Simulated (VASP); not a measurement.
# Ti (Im-3m) in VASP: further runs

Ti is run at these levels: PBEsol+D3(BJ), BLYP+D3(BJ), LDA; tasks: single point, relaxation of cell and atoms.

All numbers are computed with VASP 6.6.1; they aren't measurements. Logs are shortened: lines on timing, memory, paths and dates and some standing lists are left out, and cuts for length are marked.

### 1 The cell of the first run

Symmetry: Im-3m, No. 229, cubic system. The conventional cell has a = 3.160 Å, b = 3.160 Å, c = 3.160 Å, α = 90.00°, β = 90.00°, γ = 90.00°. Ti (site symmetry m-3m) has 14 Ti at 2.74 to 3.16 Å within 3.6 Å.

### 2 Single point, PBEsol+D3(BJ)

INCAR

```
SYSTEM = Ti
ALGO     = Normal         ! electronic algorithm
EDIFF    = 1E-7           ! SCF threshold, eV
ENCUT    = 520            ! plane-wave cutoff, eV
GGA      = PS             ! functional
ISIF     = 2              ! what is computed and relaxed
ISMEAR   = -1             ! smearing method
IVDW     = 12             ! dispersion correction
LASPH    = .True.         ! aspherical terms in the spheres
LCHARG   = .False.        ! write CHGCAR
LREAL    = .False.        ! projectors in reciprocal space
LWAVE    = .False.        ! write WAVECAR
NBANDS   = 12             ! bands
NELM     = 80             ! most SCF steps
PREC     = Accurate       ! precision mode
SIGMA    = 0.15           ! smearing width, eV
```

KPOINTS

```
k-points
0
Gamma
  13 13 13
  0 0 0
```

POSCAR

```
Ti
1.0
   -1.5798824120      1.5798824120      1.5798824120
    1.5798824120     -1.5798824120      1.5798824120
    1.5798824120      1.5798824120     -1.5798824120
Ti
1
Direct
    0.0000000000      0.0000000000      0.0000000000
```

Potentials or basis: VASP PAW PBE potentials, release 64 (Ti_sv).

Command:

```console
$ cat potpaw_PBE.64/Ti_sv/POTCAR > POTCAR
$ mpirun -np 1 vasp_std > vasp.out
```

OUTCAR:

```text
SYSTEM = Ti
   EDIFF = 1E-7
   ENCUT = 520
   GGA = PS
   ISIF = 2
   ISMEAR = -1
   IVDW = 12
   LASPH = .True.
   LREAL = .False.
   NELM = 80
   PREC = Accurate
 IVDW          = 12

 ion  position               nearest neighbor table
   1  0.000  0.000  0.000-

  LATTYP: Found a body centered cubic cell.
 ALAT       =     3.1597648240

  Lattice vectors:

 A1 = (  -1.5798824120,   1.5798824120,   1.5798824120)
 A2 = (   1.5798824120,  -1.5798824120,   1.5798824120)
 A3 = (   1.5798824120,   1.5798824120,  -1.5798824120)

Analysis of symmetry for initial positions (statically):
=====================================================================
 Subroutine PRICEL returns:
 Original cell was already a primitive cell.

 Routine SETGRP: Setting up the symmetry group for a
 body centered cubic supercell.

 Subroutine GETGRP returns: Found 48 space group operations
 (whereof 48 operations were pure point group operations)
 out of a pool of 48 trial point group operations.

The static configuration has the point symmetry O_h .

Analysis of symmetry for dynamics (positions and initial velocities):
=====================================================================
 Subroutine PRICEL returns:
 Original cell was already a primitive cell.

 Routine SETGRP: Setting up the symmetry group for a
 body centered cubic supercell.

 Subroutine GETGRP returns: Found 48 space group operations
 (whereof 48 operations were pure point group operations)
 out of a pool of 48 trial point group operations.

The dynamic configuration has the point symmetry O_h .

 Subroutine INISYM returns: Found 48 space group operations
 (whereof 48 operations are pure point group operations),
 and found     1 'primitive' translations

----------------------------------------------------------------------------------------

                                     Primitive cell

  volume of cell :      15.7737

  direct lattice vectors                    reciprocal lattice vectors
    -1.579882412  1.579882412  1.579882412     0.000000000  0.316479249  0.316479249
     1.579882412 -1.579882412  1.579882412     0.316479249  0.000000000  0.316479249
     1.579882412  1.579882412 -1.579882412     0.316479249  0.316479249  0.000000000

  length of vectors
     2.736436608  2.736436608  2.736436608     0.447569247  0.447569247  0.447569247

[... 83 lines left out ...]
   NFREE  =      0    steps in history (QN), initial steepest desc. (CG)
   ISIF   =      2    stress and relaxation
   ISYM   =      2    0-nonsym 1-usesym 2-fastsym
   POTIM  = 0.5000    time-step for ionic-motion
   TEBEG  =    0.0;   TEEND  =   0.0 temperature during run
   PSTRESS=    0.0 pullay stress
   NELECT =      12.0000    total number of electrons
   NUPDOWN=      -1.0000    fix difference up-down
   EMIN   =  10.00;   EMAX   =-10.00  energy-range for DOS
   EFERMI =   0.00;   METHOD = LEGACY
   ISMEAR =    -1;   SIGMA  =   0.15  broadening in eV -4-tet -1-fermi 0-gaus
   EFERMI_NEDOS =   21; number of points for ismear=-14 and -15
   IALGO  =     38    algorithm
   IMIX   =      4    mixing-type and parameters
     AMIX     =   0.40;   BMIX     =  1.00
     AMIX_MAG =   1.60;   BMIX_MAG =  1.00
  volume/ion in A,a.u.               =      15.77       106.45
  Fermi-wavevector in a.u.,A,eV,Ry     =   1.494481  2.824160 30.388263  2.233474
  Thomas-Fermi vector in A             =   2.606749
   LORBIT       =      0    0 simple, 1 ext, 2 COOP (PROOUT), +10 PAW based schemes
   GGA     = PS    functional components
   LHFCALC =     F    Hartree Fock is set to
   AEXX    =    0.0000 exact exchange contribution
   IVDW    =    12    specifies the selected vdW correction
   LEPSILON=     F    determine dielectric tensor
   LRPA    =     F    only Hartree local field effects (RPA)
 non-spin polarized calculation
  energy-cutoff  :      520.00
  volume of cell :       15.77
 maximum number of plane-waves:       438
   NGX = 11   NGY = 11   NGZ = 11

 number of electron      11.9999997 magnetization

 Free energy of the ion-electron system (eV)
  ---------------------------------------------------
  ext. energy  EPLUGINS =         0.00000000
  ---------------------------------------------------
  free energy    TOTEN  =        -8.29895771 eV

  energy without entropy =       -8.14945597  energy(sigma->0) =       -8.22420684

 E-fermi :   8.9917     XC(G=0): -12.0987

 val. band max:        8.9868642843   @ k =   0.3846   0.2308  -0.0000
 cond. band min:       8.9927925408   @ k =   0.2308   0.2308   0.0000
 fundamental gap:      0.0059282565
 Fermi energy:         8.9917087908

 k-point     1 :       0.0000    0.0000    0.0000
  band No.  band energies     occupation
      1     -47.1195      2.00000
      2     -22.9369      2.00000
      3     -22.9369      2.00000
      4     -22.9369      2.00000
      5       2.8450      2.00000
      6      10.0602      0.00161
      7      10.0602      0.00161
      8      10.0602      0.00161
      9      12.0549      0.00000
     10      12.0549      0.00000
     11      27.1014      0.00000
     12      27.1014      0.00000
[... 331 lines left out ...]
 k-point    24 :       0.2308    0.0769    0.0769
  band No.  band energies     occupation
      1     -46.9770      2.00000
      2     -23.5958      2.00000
      3     -23.1325      2.00000
      4     -22.9879      2.00000
      5       5.9421      2.00000
      6       8.7833      1.60102
      7       8.9735      1.06068
      8      11.9363      0.00000
      9      12.2640      0.00000
     10      13.0010      0.00000
     11      22.4099      0.00000
     12      24.0626      0.00000

 [... further k-points ...]

------------------------ aborting loop because EDIFF is reached ----------------------------------------

 Edisp (eV)   -0.66148

 E8    (eV) :    -0.4629

  FORCE on cell =-STRESS in cart. coord.  units (eV):
  Direction    XX          YY          ZZ          XY          YZ          ZX
  --------------------------------------------------------------------------------------
  -------------------------------------------------------------------------------------
  Total      -0.03447    -0.03447    -0.03447    -0.00000     0.00000    -0.00000
  in kB      -3.50153    -3.50153    -3.50153    -0.00000     0.00000    -0.00000
  external pressure =       -3.50 kB  Pullay stress =        0.00 kB

 VOLUME and BASIS-vectors are now :
 -----------------------------------------------------------------------------
  energy-cutoff  :      520.00
  volume of cell :       15.77
      direct lattice vectors                 reciprocal lattice vectors
    -1.579882412  1.579882412  1.579882412     0.000000000  0.316479249  0.316479249
     1.579882412 -1.579882412  1.579882412     0.316479249  0.000000000  0.316479249
     1.579882412  1.579882412 -1.579882412     0.316479249  0.316479249  0.000000000

 POSITION                                       TOTAL-FORCE (eV/Angst)
 -----------------------------------------------------------------------------------
      0.00000      0.00000      0.00000         0.000000     -0.000000     -0.000000
 -----------------------------------------------------------------------------------
    total drift:                                0.000000     -0.000000     -0.000000

  FREE ENERGIE OF THE ION-ELECTRON SYSTEM (eV)
  ---------------------------------------------------
  free  energy   TOTEN  =        -8.9604415703 eV

  energy  without entropy=       -8.8109398311  energy(sigma->0) =       -8.88569070
```

Wall time 21 s (1 thread of Intel Xeon 6975P-C, shared host); peak memory 0.14 GiB.

What came out:

| Property | Result |
| --- | --- |
| Free energy | -8.9604 eV |
| Pressure | -0.4 GPa |
| Band gap on the k mesh | zero (band 6 reaches 10.06 eV, above the bottom of band 7 at 8.44 eV) |
| Dispersion energy per atom | -0.661 eV |

Caveat: the PAW data sets were made with another functional, which shifts forces and pressure a little; pairwise dispersion overbinds metals, which lowers pressure and volume.

### 3 Single point, BLYP+D3(BJ)

This run uses another cell than the first one, of 15.45 Å³/atom, 0.979 times its volume.

INCAR

```
PREC = Accurate ; ENCUT = 520
EDIFF = 1E-6 ; ISMEAR = -1
SIGMA = 0.15 ; LREAL = False
LASPH = True ; NELM = 80
ALGO = Normal ; ISIF = 2
LWAVE = False ; LCHARG = False
GGA = B5 ; ALDAX = 1.0
AGGAX = 1.0 ; AGGAC = 1.0
ALDAC = 0.0 ; IVDW = 12
VDW_S6 = 1.0 ; VDW_S8 = 2.6996
VDW_A1 = 0.4298 ; VDW_A2 = 4.2359
NBANDS = 12
```

KPOINTS

```
regular mesh
0
Gamma
  13 13 13
```

POSCAR

```
Ti
1.0
   -1.5688965388      1.5688965388      1.5688965388
    1.5688965388     -1.5688965388      1.5688965388
    1.5688965388      1.5688965388     -1.5688965388
Ti
1
Direct
    0.0000000000      0.0000000000      0.0000000000
```

Potentials or basis: VASP PAW PBE potentials, release 64 (Ti_sv).

Command:

```console
$ cat potpaw_PBE.64/Ti_sv/POTCAR > POTCAR
$ mpirun -np 1 vasp_std > vasp.out
```

Wall time 25 s (1 thread of Intel Xeon 6975P-C, shared host); peak memory 0.14 GiB.

It converged, with:

| Property | Result |
| --- | --- |
| Free energy | -8.2421 eV |
| Pressure | -0.1 GPa |
| Band gap on the k mesh | zero (band 6 reaches 10.85 eV, above the bottom of band 7 at 9.30 eV) |
| Dispersion energy per atom | -1.607 eV |

Levels at points of the mesh, in eV from the Fermi level:
```csv
k point,band 4,band 5,band 6,band 7,band 8,band 9
"(0.00, 0.00, 0.00)",-31.97,-5.97,1.01,1.01,1.01,3.02
```

Caveat: the PAW data sets were made with another functional, which shifts forces and pressure a little; pairwise dispersion overbinds metals, which lowers pressure and volume.

### 4 Single point, LDA

This run uses another cell than the first one, of 15.99 Å³/atom, 1.014 times its volume.

INCAR

```
PREC = Accurate
ENCUT = 520
EDIFF = 1E-7
ISMEAR = -1
SIGMA = 0.15
LREAL = F
LASPH = T
NELM = 60
ALGO = Normal
ISIF = 2
LWAVE = F
LCHARG = T
GGA = CA
LELF = T
LVHAR = T
NBANDS = 12
```

KPOINTS is that of step 3.

POSCAR

```
Ti
1.0
   -1.5870239136      1.5870239136      1.5870239136
    1.5870239136     -1.5870239136      1.5870239136
    1.5870239136      1.5870239136     -1.5870239136
Ti
1
Direct
    0.0000000000      0.0000000000      0.0000000000
```

Potentials or basis: VASP PAW LDA potentials, release 64 (Ti_sv).

Command:

```console
$ cat potpaw_LDA.64/Ti_sv/POTCAR > POTCAR
$ mpirun -np 1 vasp_std > vasp.out
```

Wall time 20 s (1 thread of Intel Xeon 6975P-C, shared host); peak memory 0.13 GiB.

It converged, with:

```yaml
Free_energy: -8.5370 eV
Pressure: -0.1 GPa
Band_gap_on_the_k_mesh: zero (band 6 reaches 9.75 eV, above the bottom of band 7 at 8.20 eV)
```

Levels at points of the mesh, in eV from the Fermi level:
| k point | band 4 | band 5 | band 6 | band 7 | band 8 | band 9 |
| --- | --- | --- | --- | --- | --- | --- |
| (0.00, 0.00, 0.00) | -31.79 | -6.03 | 1.02 | 1.02 | 1.02 | 2.99 |

### 5 Relaxation of cell and atoms, PBEsol+D3(BJ)

This run uses another cell than the first one, of 17.68 Å³/atom, 1.121 times its volume.

INCAR

```
SYSTEM = Ti
ALGO = Normal ; EDIFF = 1E-6
EDIFFG = -0.02 ; ENCUT = 600
GGA = PS ; IBRION = 2
ISIF = 3 ; ISMEAR = -1
IVDW = 12 ; LASPH = .TRUE.
LCHARG = .FALSE. ; LREAL = .FALSE.
LWAVE = .FALSE. ; NELM = 80
NSW = 80 ; PREC = Accurate
SIGMA = 0.15
```

KPOINTS

```
k-points
0
G
  13 13 13
  0 0 0
```

POSCAR

```
Ti
1.0
   -1.6410000000      1.6410000000      1.6410000000
    1.6410000000     -1.6410000000      1.6410000000
    1.6410000000      1.6410000000     -1.6410000000
Ti
1
Direct
    0.0000000000      0.0000000000      0.0000000000
```

Potentials or basis: VASP PAW PBE potentials, release 64 (Ti_sv).

Command:

```console
$ cat potpaw_PBE.64/Ti_sv/POTCAR > POTCAR
$ mpirun -np 1 vasp_std > vasp.out
```

Wall time 69 s (1 thread of Intel Xeon 6975P-C, shared host); peak memory 0.17 GiB.

The run converged. Its results:

```
Free energy                            : -8.9614 eV
Relaxed volume                         : 15.72 Å³/atom
Relaxed cell                           : a = 2.734 Å, b = 2.734 Å, c = 2.734 Å, α = 109.47°, β = 109.47°, γ = 109.47°
Space group after relaxing (to 0.05 Å) : Im-3m (No. 229)
Energy gained by relaxing              : 75.5 meV/atom
Ionic steps                            : 3
Pressure after relaxing                : 0.0 GPa
Band gap on the k mesh                 : zero (band 6 reaches 10.10 eV, above the bottom of band 7 at 8.47 eV)
Dispersion energy per atom             : -0.664 eV
```

The path:
```csv
step,energy change (eV),largest force (eV/Å),pressure (GPa),volume (Å³)
1,0.0000,0.0000,-11.33,17.68
2,-0.0469,0.0000,9.08,14.67
3,-0.0755,0.0000,0.04,15.72
```

Final structure:
```
CELL_PARAMETERS angstrom
-1.57825 1.57825 1.57825
1.57825 -1.57825 1.57825
1.57825 1.57825 -1.57825
ATOMIC_POSITIONS crystal
Ti 0.00000 0.00000 0.00000
```

Levels at points of the mesh, in eV from the Fermi level:
```
           k point  band 4  band 5  band 6  band 7  band 8  band 9
(0.00, 0.00, 0.00)  -31.92   -6.15    1.07    1.07    1.07    3.07
```

Caveat: the PAW data sets were made with another functional, which shifts forces and pressure a little; the volume moved by -11 % from the deposited cell, more than functionals usually miss; pairwise dispersion overbinds metals, which lowers pressure and volume.

### 6 Summary

```tsv
task	level	potentials or basis	cell	cutoff (eV)	gap on the mesh (eV)	pressure (GPa)
single point	PBEsol+D3(BJ)	VASP PAW PBE potentials, release 64 (Ti_sv)	a = 2.736 Å, angles 109.5°, 1 atom	520	none	-0.4
single point	BLYP+D3(BJ)	VASP PAW PBE potentials, release 64 (Ti_sv)	a = 2.717 Å, angles 109.5°, 1 atom	520	none	-0.1
single point	LDA	VASP PAW LDA potentials, release 64 (Ti_sv)	a = 2.749 Å, angles 109.5°, 1 atom	520	none	-0.1
relaxation of cell and atoms	PBEsol+D3(BJ)	VASP PAW PBE potentials, release 64 (Ti_sv)	relaxed from a = 2.842 Å, angles 109.5°, 1 atom	600	none	0.0
```

Alike in all rows: no spin polarisation; k mesh 13 × 13 × 13; smearing fermi-dirac 0.15 eV.

Caveats: the PAW data sets were made with another functional, which shifts forces and pressure a little (some runs); pairwise dispersion overbinds metals, which lowers pressure and volume (some runs); the volume moved by -11 % from the deposited cell, more than functionals usually miss (some runs).

Total energies depend on the potentials used, so only differences within one code and one set of settings carry meaning.
